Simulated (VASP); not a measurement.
Wanted: the native input for a VASP 6.6.1 run.

```yaml
Task: relaxation of cell and atoms
Functional: PBEsol
Potentials_or_basis: VASP PAW PBE potentials, release 64 (Pb_d, Se)
Cutoff: 600 eV
k_mesh: 10 × 10 × 10
Occupations: gaussian, width 0.01 eV
Spin: no spin polarisation
Dipole_correction: no
Further_INCAR_settings: ALGO = Normal; EDIFF = 1e-06; IBRION = 2; EDIFFG = -0.005; NSW = 70; ISIF = 3
```

The structure of PbSe lies in POSCAR:

```
PbSe
1.0
    0.0000000000      3.1089437883      3.1089437883
    3.1089437883      0.0000000000      3.1089437883
    3.1089437883      3.1089437883      0.0000000000
Pb Se
1 1
Direct
    0.0000000000      0.0000000000      0.0000000000
    0.5000000000      0.5000000000      0.5000000000
```

The input as run:

INCAR

```
ALGO = Normal ; EDIFF = 1E-6
EDIFFG = -0.005 ; ENCUT = 600
GGA = PS ; IBRION = 2
ISIF = 3 ; ISMEAR = 0
LASPH = True ; LCHARG = False
LREAL = False ; LWAVE = False
NELM = 100 ; NSW = 70
PREC = Accurate ; SIGMA = 0.01
```

KPOINTS

```
k-points
0
Gamma
  10 10 10
```

Potentials or basis: VASP PAW PBE potentials, release 64 (Pb_d, Se).

The run is started by

```console
$ cat potpaw_PBE.64/Pb_d/POTCAR potpaw_PBE.64/Se/POTCAR > POTCAR
$ mpirun -np 1 vasp_std > vasp.out
```

It gave:

```
Relaxed volume                        : 28.44 Å³/atom
Relaxed cell                          : a = 4.317 Å, b = 4.317 Å, c = 4.317 Å, α = 60.00°, β = 60.00°, γ = 60.00°
Space group after relaxing (to 0.1 Å) : Fm-3m (No. 225)
Energy gained by relaxing             : 13.9 meV/atom
Ionic steps                           : 3
Pressure after relaxing               : 0.0 GPa
Band gap on the k mesh                : 0.17 eV
```

Caveat: the PAW data sets were made with another functional, which shifts forces and pressure a little; spin-orbit coupling is left out, which moves the levels of the heavy elements.

Wall time 71 s on 1 thread of Intel(R) Xeon(R) Platinum 8375C CPU @ 2.90GHz (Ice Lake), on a shared host, peak memory 0.24 GiB.
